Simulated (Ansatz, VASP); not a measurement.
**One calculation of BN, two programs**

```
B N
1.0
     1.25112    0.72234    3.37293
    -1.25112    0.72234    3.37293
     0.00000   -1.44467    3.37293
B N
1 1
Direct
  0.99967 0.99967 0.99967
  0.33276 0.33276 0.33276
```

Alike in both runs: task single point; functional LDA; k mesh 12 × 12 × 12; occupations gaussian, width 0.1 eV; no spin polarisation.

|  | VASP | Ansatz |
| --- | --- | --- |
| version | VASP 6.6.1 | Ansatz 0.2.0 |
| potentials or method | VASP PAW LDA potentials, release 64 (B, N), cutoff 600 eV | scalar-relativistic, plane waves, PAW |
| valence electrons in the cell | 8 | 8 |

|  | VASP | Ansatz | Ansatz less VASP |
| --- | --- | --- | --- |
| gap on the k mesh at the Fermi level (eV) | 4.09 | 4.11 | +0.015 |
| least direct gap on the mesh (eV) | 4.55 | 4.56 | +0.010 |
| pressure (GPa) | -4.0 | -4.2 | -0.27 |
| traceless stress, the component that is largest in VASP (GPa) | 2.79 | 3.30 | +0.512 |

LDA's correlation is that of Perdew and Zunger in VASP and of Perdew and Wang (1992) in Ansatz.
